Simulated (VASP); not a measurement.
# Al4N5 in VASP: single point with PBE

Aim: the single point of Al4N5 with PBE.

Program: VASP 6.6.1. These are calculated values, not measurements. Logs are shortened: lines on timing, memory, paths and dates and some standing lists are left out, and cuts for length are marked.

**1. The cell of the first run**

The cell holds a slab with vacuum, 9 atoms: a = 3.130 Å, b = 5.017 Å, c = 19.062 Å, α = 90.00°, β = 90.00°, γ = 90.00°.

**2. Single point, PBE, collinear spin**

The input, INCAR:

```
ALGO = Normal ; AMIX = 0.1
AMIX_MAG = 0.4 ; BMIX = 1E-4
BMIX_MAG = 1E-4 ; DIPOL = 0.5 0.5 0.321
EDIFF = 1E-6 ; ENCUT = 640
GGA = PE ; GGA_COMPAT = F
IDIPOL = 3 ; ISIF = 2
ISMEAR = 0 ; ISPIN = 2
KPAR = 4 ; LASPH = T
LCHARG = F ; LDIPOL = T
LORBIT = 11 ; LREAL = F
LWAVE = F ; MAGMOM = 0 0 0 0 0 0 0 0 3
NBANDS = 32 ; NELM = 300
NELMDL = -8 ; PREC = Accurate
SIGMA = 0.05
```

The input, KPOINTS:

```
k-points
0
Gamma
  9 6 1
```

The input, POSCAR:

```
Al4N5
1.0
    3.1297683445      0.0000000000      0.0000000000
    0.0000000000      5.0173032419      0.0000000000
    0.0000000000      0.0000000000     19.0620320396
Al N
4 5
Direct
    0.0000000000      0.9982714950      0.2098412169
    0.5000000000      0.4982714950      0.2572383830
    0.5000000000      0.9915197257      0.3577010219
    0.0000000000      0.4624332462      0.3868097530
    0.0000000000      0.6167285050      0.2098412169
    0.5000000000      0.1167285050      0.2572383830
    0.5000000000      0.6143669392      0.3564124135
    0.0000000000      0.1112303975      0.3967065014
    0.0000000000      0.7778970642      0.4588041016
```

Potentials or basis: VASP PAW PBE potentials, release 64 (Al, N).

Launch:

```console
$ cat potpaw_PBE.64/Al/POTCAR potpaw_PBE.64/N/POTCAR > POTCAR
$ mpirun -np 4 vasp_std > vasp.out
```

OUTCAR:

```text
AMIX = 0.1
   AMIX_MAG = 0.4
   EDIFF = 1E-6
   ENCUT = 640
   GGA = PE
   ISIF = 2
   ISMEAR = 0
   ISPIN = 2
   LASPH = T
   LORBIT = 11
   LREAL = F
   NELM = 300
   NELMDL = -8
   PREC = Accurate

 ion  position               nearest neighbor table
   1  0.000  0.998  0.210-   6 1.90   6 1.90   5 1.91   2 3.09   2 3.09   2 3.09   2 3.09   3 3.22
                             3 3.22
   2  0.500  0.498  0.257-   5 1.90   5 1.90   6 1.91   7 1.98   4 2.93   4 2.93   1 3.09   1 3.09
                             1 3.09   1 3.09   3 3.13   3 3.18
   3  0.500  0.992  0.358-   8 1.83   8 1.83   7 1.89   6 2.02   4 2.89   4 2.89   2 3.13   4 3.13
                             4 3.13   2 3.18   1 3.22   1 3.22
   4  0.000  0.462  0.387-   8 1.77   7 1.83   7 1.83   9 2.09   3 2.89   3 2.89   2 2.93   2 2.93
                             3 3.13   3 3.13
   5  0.000  0.617  0.210-   2 1.90   2 1.90   1 1.91
   6  0.500  0.117  0.257-   1 1.90   1 1.90   2 1.91   3 2.02
   7  0.500  0.614  0.356-   4 1.83   4 1.83   3 1.89   2 1.98
   8  0.000  0.111  0.397-   4 1.77   3 1.83   3 1.83
   9  0.000  0.778  0.459-   4 2.09

  LATTYP: Found a simple orthorhombic cell.
 ALAT       =     3.1297683445
 B/A-ratio  =     1.6030909287
 C/A-ratio  =     6.0905568532

  Lattice vectors:

 A1 = (   3.1297683445,   0.0000000000,   0.0000000000)
 A2 = (   0.0000000000,   5.0173032419,   0.0000000000)
 A3 = (   0.0000000000,   0.0000000000,  19.0620320396)

Analysis of symmetry for initial positions (statically):
=====================================================================
 Subroutine PRICEL returns:
 Original cell was already a primitive cell.

 Routine SETGRP: Setting up the symmetry group for a
 simple orthorhombic supercell.

 Subroutine GETGRP returns: Found  2 space group operations
 (whereof  2 operations were pure point group operations)
 out of a pool of  8 trial point group operations.

The static configuration has the point symmetry C_1h.

Analysis of symmetry for dynamics (positions and initial velocities):
=====================================================================
 Subroutine PRICEL returns:
 Original cell was already a primitive cell.

 Routine SETGRP: Setting up the symmetry group for a
 simple orthorhombic supercell.

 Subroutine GETGRP returns: Found  2 space group operations
 (whereof  2 operations were pure point group operations)
 out of a pool of  8 trial point group operations.

The dynamic configuration has the point symmetry C_1h.

Analysis of structural, dynamic, and magnetic symmetry:
=====================================================================
 Subroutine PRICEL returns:
 Original cell was already a primitive cell.

 Routine SETGRP: Setting up the symmetry group for a
 simple orthorhombic supercell.

 Subroutine GETGRP returns: Found  2 space group operations
 (whereof  2 operations were pure point group operations)
 out of a pool of  8 trial point group operations.

The overall configuration has the point symmetry C_1h.

 Subroutine INISYM returns: Found  2 space group operations
 (whereof  2 operations are pure point group operations),
 and found     1 'primitive' translations

----------------------------------------------------------------------------------------

                                     Primitive cell

  volume of cell :     299.3310

  direct lattice vectors                    reciprocal lattice vectors
     3.129768344  0.000000000  0.000000000     0.319512465  0.000000000  0.000000000
     0.000000000  5.017303242  0.000000000     0.000000000  0.199310257  0.000000000
     0.000000000  0.000000000 19.062032040     0.000000000  0.000000000  0.052460304

  length of vectors
     3.129768344  5.017303242 19.062032040     0.319512465  0.199310257  0.052460304

  position of ions in fractional coordinates (direct lattice)
     0.000000000  0.998271495  0.209841217
     0.500000000  0.498271495  0.257238383
     0.500000000  0.991519726  0.357701022
     0.000000000  0.462433246  0.386809753
     0.000000000  0.616728505  0.209841217
     0.500000000  0.116728505  0.257238383
     0.500000000  0.614366939  0.356412414
     0.000000000  0.111230398  0.396706501
     0.000000000  0.777897064  0.458804102

[... 72 lines left out ...]
   ISPIN  =      2    spin polarized calculation?
   LNONCOLLINEAR =      F non collinear calculations
   LSORBIT =      F    spin-orbit coupling
   LASPH  =      T    aspherical Exc in radial PAW
   ENCUT  =  640.0 eV  47.04 Ry    6.86 a.u.   6.46 10.35 39.32*2*pi/ulx,y,z
   NELM   =    300;   NELMIN=  2; NELMDL= -8     # of ELM steps
   EDIFF  = 0.1E-05   stopping-criterion for ELM
   LREAL  =      F    real-space projection
   EDIFFG = 0.1E-04   stopping-criterion for IOM
   NSW    =      0    number of steps for IOM
   IBRION =     -1    ionic relax: 0-MD 1-quasi-New 2-CG
   NFREE  =      0    steps in history (QN), initial steepest desc. (CG)
   ISIF   =      2    stress and relaxation
   ISYM   =      2    0-nonsym 1-usesym 2-fastsym
   POTIM  = 0.5000    time-step for ionic-motion
   TEBEG  =    0.0;   TEEND  =   0.0 temperature during run
   PSTRESS=    0.0 pullay stress
   NELECT =      37.0000    total number of electrons
   NUPDOWN=      -1.0000    fix difference up-down
   EMIN   =  10.00;   EMAX   =-10.00  energy-range for DOS
   EFERMI =   0.00;   METHOD = LEGACY
   ISMEAR =     0;   SIGMA  =   0.05  broadening in eV -4-tet -1-fermi 0-gaus
   EFERMI_NEDOS =   21; number of points for ismear=-14 and -15
   IALGO  =     38    algorithm
   IMIX   =      4    mixing-type and parameters
     AMIX     =   0.10;   BMIX     =  0.00
     AMIX_MAG =   0.40;   BMIX_MAG =  0.00
  volume/ion in A,a.u.               =      33.26       224.44
  Fermi-wavevector in a.u.,A,eV,Ry     =   0.815502  1.541075  9.048458  0.665043
  Thomas-Fermi vector in A             =   1.925601
   LORBIT       =     11    0 simple, 1 ext, 2 COOP (PROOUT), +10 PAW based schemes
   GGA     = PE    functional components
   LHFCALC =     F    Hartree Fock is set to
   AEXX    =    0.0000 exact exchange contribution
   IVDW    =     0    specifies the selected vdW correction
   LEPSILON=     F    determine dielectric tensor
   LRPA    =     F    only Hartree local field effects (RPA)
 spin polarized calculation
 Gauss-broadening in eV      SIGMA  =   0.05
  energy-cutoff  :      640.00
  volume of cell :      299.33
 maximum number of plane-waves:     11051
 NGX is ok and might be reduce to    28
   NGX = 13   NGY = 21   NGZ = 79

 number of electron      36.9999997 magnetization       1.0002808

 dipolmoment           0.000000      0.000000      0.200463 electrons x Angstroem

 Free energy of the ion-electron system (eV)
  ---------------------------------------------------
  ext. energy  EPLUGINS =         0.00000000
  ---------------------------------------------------
  free energy    TOTEN  =       -58.65740503 eV

  energy without entropy =      -58.65740503  energy(sigma->0) =      -58.65740503

 E-fermi :  -1.2266     XC(G=0):  -4.2478

 val. band max:       -1.4589284167   @ k =   0.2222   0.5000   0.0000
 cond. band min:      -0.9859734169   @ k =   0.0000   0.1667   0.0000
 fundamental gap:      0.4729549999
 Fermi energy:        -1.2266440138

 spin component 1

 k-point     1 :       0.0000    0.0000    0.0000
  band No.  band energies     occupation
      1     -17.9428      1.00000
      2     -16.6719      1.00000
      3     -15.8170      1.00000
      4     -14.5013      1.00000
      5     -14.3746      1.00000
      6      -8.4312      1.00000
[... 649 lines left out ...]
     29       6.3042      0.00000
     30       7.0181      0.00000
 Fermi energy:        -1.2266440138

 spin component 2

 k-point     1 :       0.0000    0.0000    0.0000
  band No.  band energies     occupation
      1     -17.8664      1.00000
      2     -16.6256      1.00000
      3     -15.8222      1.00000
      4     -14.4910      1.00000
      5     -13.0475      1.00000
      6      -8.3900      1.00000
[... 649 lines left out ...]
     29       6.3056      0.00000
     30       7.0226      0.00000
 [bands above 30 left out]

------------------------ aborting loop because EDIFF is reached ----------------------------------------

 vacuum level on the upper side and lower side of the slab       (xc-potential included)         1.094        -1.169

  FORCE on cell =-STRESS in cart. coord.  units (eV):
  Direction    XX          YY          ZZ          XY          YZ          ZX
  --------------------------------------------------------------------------------------
  -------------------------------------------------------------------------------------
  Total        5.9325203     -6.6833993     -1.3458619      0.0000000      2.6217401      0.0000000
  in kB       31.7539734    -35.7730733     -7.2037619      0.0000000     14.0329338      0.0000000
  external PRESSURE =      -3.7409539 kB  Pullay stress =       0.0000000 kB

 VOLUME and BASIS-vectors are now :
 -----------------------------------------------------------------------------
  energy-cutoff  :      640.00
  volume of cell :      299.33
      direct lattice vectors                 reciprocal lattice vectors
     3.129768344  0.000000000  0.000000000     0.319512465  0.000000000  0.000000000
     0.000000000  5.017303242  0.000000000     0.000000000  0.199310257  0.000000000
     0.000000000  0.000000000 19.062032040     0.000000000  0.000000000  0.052460304

 POSITION                                       TOTAL-FORCE (eV/Angst)
 -----------------------------------------------------------------------------------
      0.00000      5.00863      4.00000         0.000000     -1.752774      2.107719
      1.56488      2.49998      4.90349         0.000000      1.113790     -1.725266
      1.56488      4.97476      6.81851         0.000000     -1.314648     -0.720484
      0.00000      2.32017      7.37338         0.000000      3.331270      2.303427
      0.00000      3.09431      4.00000         0.000000      0.772793      0.554784
      1.56488      0.58566      4.90349         0.000000      0.160715     -0.652413
      1.56488      3.08247      6.79394         0.000000     -1.167963     -2.371146
      0.00000      0.55808      7.56203         0.000000     -2.225254      0.477165
      0.00000      3.90295      8.74574         0.000000      1.082071      0.026215
 -----------------------------------------------------------------------------------
    total drift:                               -0.000000      0.000154     -0.000636

  FREE ENERGIE OF THE ION-ELECTRON SYSTEM (eV)
  ---------------------------------------------------
  free  energy   TOTEN  =       -58.6574050337 eV

  energy  without entropy=      -58.6574050337  energy(sigma->0) =      -58.65740503

 vacuum level on the upper side and lower side of the slab         4.997         2.674

 total charge

# of ion       s       p       d       tot
------------------------------------------
    1        0.386   0.365   0.000   0.751
    2        0.368   0.422   0.000   0.790
    3        0.367   0.434   0.000   0.801
    4        0.382   0.462   0.000   0.844
    5        1.231   2.468   0.000   3.699
    6        1.229   2.556   0.000   3.785
    7        1.237   2.609   0.000   3.846
    8        1.239   2.541   0.000   3.780
    9        1.343   2.018   0.000   3.361
--------------------------------------------------
tot          7.782  13.876   0.000  21.658

 magnetization (x)

# of ion       s       p       d       tot
------------------------------------------
    1       -0.000  -0.000   0.000  -0.001
    2        0.001   0.005   0.000   0.006
    3        0.002   0.001   0.000   0.003
    4       -0.003  -0.012   0.000  -0.015
    5        0.000   0.006   0.000   0.006
    6       -0.000  -0.001   0.000  -0.002
    7        0.006   0.046   0.000   0.053
    8       -0.011  -0.083   0.000  -0.094
    9        0.010   0.714   0.000   0.724
--------------------------------------------------
tot          0.005   0.674   0.000   0.678
```

Run time: 11 min. Hardware: 4 MPI ranks of Intel Xeon Platinum 8488C (Sapphire Rapids), shared host; peak memory 0.86 GiB.

Results:

| Quantity | Value |
| --- | --- |
| Free energy | -58.6574 eV |
| Largest force | 4.050 eV/Å |
| Band gap on the k mesh | 0.47 eV (least direct gap 0.51 eV) |
| Net moment | 1.00 μB per cell |
| Site moments | Al -0.00, +0.01, +0.00, -0.01; N +0.01, -0.00, +0.05, -0.09, +0.72 μB |
| Valence electrons inside the program's atomic spheres | Al 0.75, 0.79, 0.80, 0.84; N 3.70, 3.79, 3.85, 3.78, 3.36 |

Forces on the atoms (eV/Å):
```
Al   0.000 -1.753  2.108
Al   0.000  1.114 -1.725
Al   0.000 -1.315 -0.720
Al   0.000  3.331  2.303
N    0.000  0.773  0.555
N    0.000  0.161 -0.652
N    0.000 -1.168 -2.371
N    0.000 -2.225  0.477
N    0.000  1.082  0.026
```

Levels at points of the mesh, in eV from the valence-band top:
Spin up:
| k point | band 17 | band 18 | band 19 | band 20 | band 21 | band 22 |
| --- | --- | --- | --- | --- | --- | --- |
| (0.00, 0.00, 0.00) | -0.88 | -0.75 | -0.57 | 0.48 | 0.88 | 3.90 |
| (0.00, 0.50, 0.00) | -1.10 | -0.67 | -0.57 | 0.61 | 1.10 | 4.42 |
Spin down:
| k point | band 15 | band 16 | band 17 | band 18 | band 19 | band 20 | band 21 | band 22 |
| --- | --- | --- | --- | --- | --- | --- | --- | --- |
| (0.00, 0.00, 0.00) | -1.92 | -1.14 | -0.87 | -0.06 | 0.64 | 1.23 | 2.11 | 3.91 |
| (0.00, 0.50, 0.00) | -2.51 | -1.26 | -1.07 | -0.07 | 0.95 | 1.40 | 2.13 | 4.38 |
